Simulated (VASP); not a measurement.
Cu: relaxation of cell and atoms with PBE

Cu:

```
Cu
1.0
    -1.44396    1.44396    1.44396
     1.44396   -1.44396    1.44396
     1.44396    1.44396   -1.44396
Cu
1
Cartesian
  0.0000 0.0000 0.0000
```

This isn't the form of Cu at room conditions, which is fcc.

```yaml
Program: VASP 6.6.1
Task: relaxation of cell and atoms
Functional: PBE
Potentials_or_basis: VASP PAW PBE potentials, release 64 (Cu)
Cutoff: 600 eV
k_mesh: 20 × 20 × 20
Occupations: gaussian, width 0.1 eV
Spin: no spin polarisation
Dipole_correction: no
Further_INCAR_settings: ALGO = Fast; EDIFF = 1e-07; IBRION = 2; EDIFFG = -0.01; NSW = 80; ISIF = 3
```

```json
{
  "Relaxed volume": "12.06 Å³/atom",
  "Relaxed cell": "a = 2.502 Å, b = 2.502 Å, c = 2.502 Å, α = 109.47°, β = 109.47°, γ = 109.47°",
  "Space group after relaxing (to 0.1 Å)": "Im-3m (No. 229)",
  "Energy gained by relaxing": "0.0 meV/atom",
  "Ionic steps": "3",
  "Pressure after relaxing": "0.0 GPa",
  "Band gap on the k mesh": "zero (an odd number of electrons rules out a gap without spin polarisation)"
}
```

Final structure:
```yaml
crystal:
  lattice:
    - [-1.44448, 1.44448, 1.44448]
    - [1.44448, -1.44448, 1.44448]
    - [1.44448, 1.44448, -1.44448]
  atoms:
    - { symbol: Cu, position: [0.00000, 0.00000, 0.00000] }
```

Levels at points of the mesh, in eV from the Fermi level:
```tsv
k point	band 3	band 4	band 5	band 6	band 7	band 8	band 9
(0.00, 0.00, 0.00)	-3.04	-3.04	-2.06	-2.06	24.86	24.86	24.86
(0.50, 0.00, 0.00)	-2.10	-1.96	-1.36	-0.53	4.23	17.29	17.33
(0.50, 0.50, 0.50)	-1.52	-1.52	-1.52	8.11	8.11	8.11	13.44
```

Run time: 2.1 min on 1 thread of Intel Xeon 8259CL (shared host), peak memory 0.16 GiB.
